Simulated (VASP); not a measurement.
# Mg (P6_3/mmc) in VASP: notebook

Mg is run at these levels: PBE; tasks: single point, relaxation of shape and atoms at fixed volume.

Program: VASP 6.6.1. These are calculated values, not measurements. Logs are shortened: lines on timing, memory, paths and dates and some standing lists are left out, and cuts for length are marked.

### 1 The cell of the first run

The structure is hexagonal, space group P6_3/mmc (No. 194). Conventional cell: a = 4.689 Å, b = 4.689 Å, c = 5.908 Å, α = 90.00°, β = 90.00°, γ = 120.00°. Within 3.9 Å of Mg (site symmetry -3m) lie 8 Mg at 2.95 to 3.08 Å. Mg (site symmetry -6m2) has 12 Mg at 3.08 to 4.01 Å within 4.1 Å.

### 2 Single point, PBE (28.12 Å³/atom)

The input, INCAR:

```
SYSTEM = Mg
PREC = Accurate ; ENCUT = 520
EDIFF = 1E-6 ; ISMEAR = -1
SIGMA = 0.05 ; LREAL = .False.
LASPH = .True. ; NELM = 80
ALGO = Normal ; ISIF = 2
LWAVE = .False. ; LCHARG = .False.
GGA = PE ; NBANDS = 12
```

The input, KPOINTS:

```
Automatic mesh
0
Gamma
  8 8 5
  0 0 0
```

The input, POSCAR:

```
Mg
1.0
    4.6891517503      0.0000000000      0.0000000000
   -2.3445758752      4.0609245380      0.0000000000
    0.0000000000      0.0000000000      5.9078523361
Mg
4
Direct
    0.0000000000      0.0000000000      0.0000000000
    0.0000000000      0.0000000000      0.5000000000
    0.3333333333      0.6666666667      0.2500000000
    0.6666666667      0.3333333333      0.7500000000
```

Potentials or basis: VASP PAW PBE potentials, release 64 (Mg).

Started as:

```sh
> cat potpaw_PBE.64/Mg/POTCAR > POTCAR
> mpirun -np 1 vasp_std > vasp.out
```

OUTCAR:

```text
SYSTEM = Mg
   PREC = Accurate
   ENCUT = 520
   EDIFF = 1E-6
   ISMEAR = -1
   LREAL = .False.
   LASPH = .True.
   NELM = 80
   ISIF = 2
   GGA = PE

 ion  position               nearest neighbor table
   1  0.000  0.000  0.000-   2 2.95   2 2.95   4 3.08   3 3.08   4 3.08   3 3.08   4 3.08   3 3.08

   2  0.000  0.000  0.500-   1 2.95   1 2.95   4 3.08   3 3.08   4 3.08   3 3.08   4 3.08   3 3.08

   3  0.333  0.667  0.250-   1 3.08   2 3.08   1 3.08   2 3.08   1 3.08   2 3.08
   4  0.667  0.333  0.750-   1 3.08   2 3.08   1 3.08   2 3.08   1 3.08   2 3.08

  LATTYP: Found a hexagonal cell.
 ALAT       =     4.6891517503
 C/A-ratio  =     1.2598978772

  Lattice vectors:

 A1 = (   4.6891517503,   0.0000000000,   0.0000000000)
 A2 = (  -2.3445758752,   4.0609245380,   0.0000000000)
 A3 = (   0.0000000000,   0.0000000000,   5.9078523361)

Analysis of symmetry for initial positions (statically):
=====================================================================
 Subroutine PRICEL returns:
 Original cell was already a primitive cell.

 Routine SETGRP: Setting up the symmetry group for a
 hexagonal supercell.

 Subroutine GETGRP returns: Found 24 space group operations
 (whereof 12 operations were pure point group operations)
 out of a pool of 24 trial point group operations.

The static configuration has the point symmetry D_3d.
 The point group associated with its full space group is D_6h.

Analysis of symmetry for dynamics (positions and initial velocities):
=====================================================================
 Subroutine PRICEL returns:
 Original cell was already a primitive cell.

 Routine SETGRP: Setting up the symmetry group for a
 hexagonal supercell.

 Subroutine GETGRP returns: Found 24 space group operations
 (whereof 12 operations were pure point group operations)
 out of a pool of 24 trial point group operations.

The dynamic configuration has the point symmetry D_3d.
 The point group associated with its full space group is D_6h.

 Subroutine INISYM returns: Found 24 space group operations
 (whereof 12 operations are pure point group operations),
 and found     1 'primitive' translations

----------------------------------------------------------------------------------------

                                     Primitive cell

  volume of cell :     112.4990

  direct lattice vectors                    reciprocal lattice vectors
     4.689151750  0.000000000  0.000000000     0.213258187  0.123124672  0.000000000
    -2.344575875  4.060924538  0.000000000     0.000000000  0.246249343  0.000000000
     0.000000000  0.000000000  5.907852336     0.000000000  0.000000000  0.169266248

  length of vectors
     4.689151750  4.689151750  5.907852336     0.246249343  0.246249343  0.169266248

  position of ions in fractional coordinates (direct lattice)
     0.000000000  0.000000000  0.000000000
     0.000000000  0.000000000  0.500000000
     0.333333333  0.666666667  0.250000000
     0.666666667  0.333333333  0.750000000

  ion indices of the primitive-cell ions
   primitive index   ion index
                 1           1
                 2           2
                 3           3
                 4           4

----------------------------------------------------------------------------------------

 KPOINTS: Automatic mesh

Automatic generation of k-mesh.
 Grid dimensions read from file:
 generate k-points for:    8    8    5

 Generating k-lattice:

  Cartesian coordinates                     Fractional coordinates (reciprocal lattice)
     0.026657273  0.015390584  0.000000000     0.125000000  0.000000000  0.000000000
     0.000000000  0.030781168  0.000000000     0.000000000  0.125000000  0.000000000
     0.000000000  0.000000000  0.033853250     0.000000000  0.000000000  0.200000000

  Length of vectors
     0.030781168  0.030781168  0.033853250

  Shift w.r.t. Gamma in fractional coordinates (k-lattice)
     0.000000000  0.000000000  0.000000000

 Subroutine IBZKPT returns following result:
 ===========================================

 Found     30 irreducible k-points:

 Following reciprocal coordinates:
            Coordinates               Weight
  0.000000  0.000000  0.000000      1.000000
  0.125000  0.000000  0.000000      6.000000
  0.250000  0.000000  0.000000      6.000000
  0.375000  0.000000  0.000000      6.000000
  0.500000  0.000000  0.000000      3.000000
  0.125000  0.125000  0.000000      6.000000
[... 16 lines left out ...]
  0.250000  0.000000  0.400000     12.000000
  0.375000  0.000000  0.400000     12.000000
 [... further k-points ...]
   k-points           NKPTS =     30   k-points in BZ     NKDIM =     30   number of bands    NBANDS=     12
   number of dos      NEDOS =    301   number of ions     NIONS =      4
   total plane-waves  NPLWV =  62208
   dimension x,y,z NGX =    36 NGY =   36 NGZ =   48
   dimension x,y,z NGXF=    72 NGYF=   72 NGZF=   96
   ions per type =               4
   NGX,Y,Z   is equivalent  to a cutoff of  12.76, 12.76, 13.51 a.u.
   NGXF,Y,Z  is equivalent  to a cutoff of  25.53, 25.53, 27.01 a.u.
 SYSTEM =  Mg
   PREC   = accura    normal or accurate (medium, high low for compatibility)
   ISTART =      0    job   : 0-new  1-cont  2-samecut
   ICHARG =      2    charge: 1-file 2-atom 10-const
   ISPIN  =      1    spin polarized calculation?
   LNONCOLLINEAR =      F non collinear calculations
   LSORBIT =      F    spin-orbit coupling
   LASPH  =      T    aspherical Exc in radial PAW
   ENCUT  =  520.0 eV  38.22 Ry    6.18 a.u.   8.72  8.72 10.98*2*pi/ulx,y,z
   NELM   =     80;   NELMIN=  2; NELMDL= -5     # of ELM steps
   EDIFF  = 0.1E-05   stopping-criterion for ELM
   LREAL  =      F    real-space projection
   EDIFFG = 0.1E-04   stopping-criterion for IOM
   NSW    =      0    number of steps for IOM
   IBRION =     -1    ionic relax: 0-MD 1-quasi-New 2-CG
   NFREE  =      0    steps in history (QN), initial steepest desc. (CG)
   ISIF   =      2    stress and relaxation
   ISYM   =      2    0-nonsym 1-usesym 2-fastsym
   POTIM  = 0.5000    time-step for ionic-motion
   TEBEG  =    0.0;   TEEND  =   0.0 temperature during run
   PSTRESS=    0.0 pullay stress
   NELECT =       8.0000    total number of electrons
   NUPDOWN=      -1.0000    fix difference up-down
   EMIN   =  10.00;   EMAX   =-10.00  energy-range for DOS
   EFERMI =   0.00;   METHOD = LEGACY
   ISMEAR =    -1;   SIGMA  =   0.05  broadening in eV -4-tet -1-fermi 0-gaus
   EFERMI_NEDOS =   21; number of points for ismear=-14 and -15
   IALGO  =     38    algorithm
   IMIX   =      4    mixing-type and parameters
     AMIX     =   0.40;   BMIX     =  1.00
     AMIX_MAG =   1.60;   BMIX_MAG =  1.00
  volume/ion in A,a.u.               =      28.12       189.80
  Fermi-wavevector in a.u.,A,eV,Ry     =   0.678248  1.281703  6.258958  0.460020
  Thomas-Fermi vector in A             =   1.756096
   LORBIT       =      0    0 simple, 1 ext, 2 COOP (PROOUT), +10 PAW based schemes
   GGA     = PE    functional components
   LHFCALC =     F    Hartree Fock is set to
   AEXX    =    0.0000 exact exchange contribution
   IVDW    =     0    specifies the selected vdW correction
   LEPSILON=     F    determine dielectric tensor
   LRPA    =     F    only Hartree local field effects (RPA)
 non-spin polarized calculation
  energy-cutoff  :      520.00
  volume of cell :      112.50
 maximum number of plane-waves:      3044
 NGX is ok and might be reduce to    36
   NGX = 17   NGY = 17   NGZ = 21

 number of electron       8.0000000 magnetization

 Free energy of the ion-electron system (eV)
  ---------------------------------------------------
  ext. energy  EPLUGINS =         0.00000000
  ---------------------------------------------------
  free energy    TOTEN  =        -4.74997941 eV

  energy without entropy =       -4.73633208  energy(sigma->0) =       -4.74315574

 E-fermi :   1.4675     XC(G=0):  -7.8029

 val. band max:        1.3977131406   @ k =   0.2500   0.2500   0.0000
 cond. band min:       1.4699155189   @ k =   0.3750   0.0000   0.2000
 fundamental gap:      0.0722023783
 Fermi energy:         1.4674673507

 k-point     1 :       0.0000    0.0000    0.0000
  band No.  band energies     occupation
      1      -4.5693      2.00000
      2      -0.5105      2.00000
      3      -0.2397      2.00000
      4       3.3348      0.00000
      5       3.3348      0.00000
      6       4.1869      0.00000
      7       4.1869      0.00000
      8       4.8089      0.00000
      9       6.0978      0.00000
     10       7.3120      0.00000
     11       7.3121      0.00000
     12       7.4660      0.00000

 k-point     2 :       0.1250    0.0000    0.0000
  band No.  band energies     occupation
      1      -4.4302      2.00000
      2      -0.3907      2.00000
      3      -0.1023      2.00000
      4       2.0636      0.00001
      5       2.7982      0.00000
      6       3.7555      0.00000
      7       4.8927      0.00000
      8       5.7717      0.00000
      9       6.2093      0.00000
     10       6.2758      0.00000
     11       6.8376      0.00000
     12       6.9866      0.00000

 k-point     3 :       0.2500    0.0000    0.0000
  band No.  band energies     occupation
      1      -4.0160      2.00000
      2      -0.0944      2.00000
      3       0.3089      2.00000
      4       0.5000      2.00000
      5       2.2040      0.00000
      6       3.0364      0.00000
      7       4.5806      0.00000
      8       4.7197      0.00000
      9       5.5874      0.00000
     10       6.2095      0.00000
     11       7.1215      0.00000
     12       7.1887      0.00000
[... 286 lines left out ...]
 k-point    23 :       0.2500    0.0000    0.4000
  band No.  band energies     occupation
      1      -3.3368      2.00000
      2      -2.4962      2.00000
      3       1.0539      1.99949
      4       1.8106      0.00209
      5       2.8206      0.00000
      6       3.5730      0.00000
      7       3.5854      0.00000
      8       4.1182      0.00000
      9       5.0994      0.00000
     10       6.4785      0.00000
     11       7.1631      0.00000
     12       7.9655      0.00000

 k-point    24 :       0.3750    0.0000    0.4000
  band No.  band energies     occupation
      1      -2.6711      2.00000
      2      -1.8475      2.00000
      3      -0.3550      2.00000
      4       0.4322      2.00000
      5       2.4535      0.00000
      6       3.2278      0.00000
      7       3.3899      0.00000
      8       3.9759      0.00000
      9       5.2661      0.00000
     10       7.1063      0.00000
     11       7.2274      0.00000
     12       8.5811      0.00000

 [... further k-points ...]

------------------------ aborting loop because EDIFF is reached ----------------------------------------

  FORCE on cell =-STRESS in cart. coord.  units (eV):
  Direction    XX          YY          ZZ          XY          YZ          ZX
  --------------------------------------------------------------------------------------
  -------------------------------------------------------------------------------------
  Total       -0.0481529     -0.0481529     -0.0518016      0.0000000      0.0000000     -0.0000000
  in kB       -0.6857796     -0.6857796     -0.7377430      0.0000000      0.0000000     -0.0000000
  external PRESSURE =      -0.7031007 kB  Pullay stress =       0.0000000 kB

 VOLUME and BASIS-vectors are now :
 -----------------------------------------------------------------------------
  energy-cutoff  :      520.00
  volume of cell :      112.50
      direct lattice vectors                 reciprocal lattice vectors
     4.689151750  0.000000000  0.000000000     0.213258187  0.123124672  0.000000000
    -2.344575875  4.060924538  0.000000000     0.000000000  0.246249343  0.000000000
     0.000000000  0.000000000  5.907852336     0.000000000  0.000000000  0.169266248

 POSITION                                       TOTAL-FORCE (eV/Angst)
 -----------------------------------------------------------------------------------
      0.00000      0.00000      0.00000         0.000000      0.000000      0.000000
      0.00000      0.00000      2.95393        -0.000000      0.000000      0.000000
     -0.00000      2.70728      1.47696         0.000000     -0.000000     -0.000000
      2.34458      1.35364      4.43089        -0.000000      0.000000      0.000000
 -----------------------------------------------------------------------------------
    total drift:                               -0.000000     -0.000000     -0.000000

  FREE ENERGIE OF THE ION-ELECTRON SYSTEM (eV)
  ---------------------------------------------------
  free  energy   TOTEN  =        -4.7499794081 eV

  energy  without entropy=       -4.7363320789  energy(sigma->0) =       -4.74315574
```

Wall time 46 s (1 thread of AMD EPYC 7R13, shared host); peak memory 0.2 GiB.

What came out:

* Free energy: -4.7500 eV
* Pressure: -0.1 GPa
* Band gap on the k mesh: zero (bands 4 and 5 overlap by 3.55 eV)

Levels at points of the mesh, in eV from the Fermi level:
| k point | band 1 | band 2 | band 3 | band 4 | band 5 | band 6 | band 7 | band 8 |
| --- | --- | --- | --- | --- | --- | --- | --- | --- |
| (0.00, 0.00, 0.00) | -6.04 | -1.98 | -1.71 | 1.87 | 1.87 | 2.72 | 2.72 | 3.34 |
| (0.50, 0.00, 0.00) | -4.13 | -3.45 | -0.39 | 0.24 | 0.38 | 0.47 | 0.47 | 1.90 |

### 3 Relaxation of shape and atoms at fixed volume, PBE

This run uses another cell than the first one, of 12.66 Å³/atom.

The input, INCAR:

```
SYSTEM = Mg
ALGO = Normal
EDIFF = 1E-6
EDIFFG = -0.005
ENCUT = 600
GGA = PE
IBRION = 2
ISIF = 4
ISMEAR = -1
LASPH = .True.
LCHARG = .False.
LREAL = .False.
LWAVE = .False.
NELM = 80
NSW = 50
PREC = Accurate
SIGMA = 0.05
```

The input, KPOINTS:

```
k-points
0
Gamma
  8 8 5
  0 0 0
```

The input, POSCAR:

```
Mg
1.0
    3.5933412162      0.0000000000      0.0000000000
   -1.7966706081      3.1119247777      0.0000000000
    0.0000000000      0.0000000000      4.5272429703
Mg
4
Direct
    0.0000000000      0.0000000000      0.0000000000
    0.0000000000      0.0000000000      0.5000000000
    0.3333333333      0.6666666667      0.2500000000
    0.6666666667      0.3333333333      0.7500000000
```

Potentials or basis: VASP PAW PBE potentials, release 64 (Mg).

Started as:

```sh
> cat potpaw_PBE.64/Mg/POTCAR > POTCAR
> mpirun -np 1 vasp_std > vasp.out
```

It took 2.4 min on 1 thread of AMD EPYC 7R13, shared host; peak memory 0.15 GiB.

Results (log left out):

| Property | Result |
| --- | --- |
| Free energy | -0.6127 eV |
| Pressure after relaxing | 68.9 GPa |
| Band gap on the k mesh | zero (bands 4 and 5 overlap by 2.52 eV) |

Final structure:
```
Mg
1.0
     2.62028    0.00000    0.00000
    -1.31014    2.26923    0.00000
     0.00000    0.00000    8.51404
Mg
4
Direct
  0.00000 0.00000 0.00000
  0.00000 0.00000 0.50000
  0.33333 0.66667 0.25000
  0.66667 0.33333 0.75000
```

Levels at points of the mesh, in eV from the Fermi level:
| k point | band 1 | band 2 | band 3 | band 4 | band 5 | band 6 | band 7 | band 8 |
| --- | --- | --- | --- | --- | --- | --- | --- | --- |
| (0.00, 0.00, 0.00) | -9.91 | -7.85 | -7.84 | -2.69 | -1.26 | 6.99 | 7.02 | 14.78 |
| (0.50, 0.00, 0.00) | -3.20 | -2.91 | -1.76 | -1.36 | -0.62 | -0.35 | 3.23 | 4.97 |

Caveat: a cell axis changed by over 15 % at a fixed basis, so the end point is rough.

### 4 Relaxation of shape and atoms at fixed volume, PBE

This run uses another cell than the first one, of 14.62 Å³/atom.

The input, INCAR:

```
PREC = Accurate ; ENCUT = 600
EDIFF = 1E-6 ; ISMEAR = -1
SIGMA = 0.05 ; LREAL = F
LASPH = T ; NELM = 100
ALGO = Normal ; ISIF = 4
LWAVE = F ; LCHARG = F
GGA = PE ; IBRION = 2
NSW = 50 ; EDIFFG = -0.005
```

The input, KPOINTS:

```
Automatic mesh
0
Gamma
  8 8 5
```

The input, POSCAR:

```
Mg
1.0
    3.7707586457      0.0000000000      0.0000000000
   -1.8853793229      3.2655727787      0.0000000000
    0.0000000000      0.0000000000      4.7507708131
Mg
4
Direct
    0.0000000000      0.0000000000      0.0000000000
    0.0000000000      0.0000000000      0.5000000000
    0.3333333333      0.6666666667      0.2500000000
    0.6666666667      0.3333333333      0.7500000000
```

Started as:

```sh
> cat potpaw_PBE.64/Mg/POTCAR > POTCAR
> mpirun -np 1 vasp_std > vasp.out
```

Run time: 2.5 min. Hardware: 1 thread of AMD EPYC 7R13, shared host; peak memory 0.16 GiB.

The run converged. Its results:

```yaml
Free_energy: -3.2119 eV
Energy_gained_by_relaxing: 1025.4 meV/atom
Ionic_steps: 15
Pressure_after_relaxing: 39.5 GPa
Band_gap_on_the_k_mesh: zero (bands 4 and 5 overlap by 2.42 eV)
```

Step by step:
```
step  energy change (eV)  largest force (eV/Å)  pressure (GPa)  volume (Å³)
   1              0.0000                0.0000           56.87        58.50
   2             -0.1237                0.0000           55.95        58.50
   3             -0.3062                0.0000           54.59        58.50
   4             -0.6554                0.0000           51.80        58.50
   5             -1.6408                0.0000           46.63        58.50
   6             -4.0824                0.0000           39.55        58.50
   7             -3.9500                0.0000           40.05        58.50
   8             -4.1015                0.0000           39.47        58.50
   9             -4.1015                0.0000           39.47        58.50
  10             -4.1015                0.0000           39.47        58.50
  11             -4.1015                0.0000           39.47        58.50
  12             -4.1015                0.0000           39.47        58.50
  13             -4.1015                0.0000           39.47        58.50
  14             -4.1015                0.0000           39.47        58.50
  15             -4.1015                0.0000           39.47        58.50
```

Final structure:
```
Mg
1.0
     2.75111    0.00000    0.00000
    -1.37555    2.38253    0.00000
     0.00000    0.00000    8.92497
Mg
4
Direct
  0.00000 0.00000 0.00000
  0.00000 0.00000 0.50000
  0.33333 0.66667 0.25000
  0.66667 0.33333 0.75000
```

Levels at points of the mesh, in eV from the Fermi level:
```tsv
k point	band 1	band 2	band 3	band 4	band 5	band 6	band 7	band 8
(0.00, 0.00, 0.00)	-9.13	-7.26	-7.25	-2.46	-1.25	6.49	6.51	13.77
(0.50, 0.00, 0.00)	-2.95	-2.73	-1.63	-1.34	-0.59	-0.38	4.69	4.82
```

Caveat: a cell axis changed by over 15 % at a fixed basis, so the end point is rough.

### 5 The runs side by side

| task | cell | cutoff (eV) | gap on the mesh (eV) | pressure (GPa) |
| --- | --- | --- | --- | --- |
| single point | a = 4.689, b = 4.689, c = 5.908 Å, angles 90.0, 90.0, 120.0°, 4 atoms | 520 | none | -0.1 |
| relaxation of shape and atoms at fixed volume | relaxed from a = 3.593, b = 3.593, c = 4.527 Å, angles 90.0, 90.0, 120.0°, 4 atoms | 600 | none | 68.9 |
| relaxation of shape and atoms at fixed volume | relaxed from a = 3.771, b = 3.771, c = 4.751 Å, angles 90.0, 90.0, 120.0°, 4 atoms | 600 | none | 39.5 |

Alike in all rows: level PBE; potentials or basis VASP PAW PBE potentials, release 64 (Mg); no spin polarisation; k mesh 8 × 8 × 5; smearing fermi-dirac 0.05 eV.

Caveats: a cell axis changed by over 15 % at a fixed basis, so the end point is rough (at least some runs).

Total energies depend on the potentials used, so only differences within one code and one set of settings carry meaning.
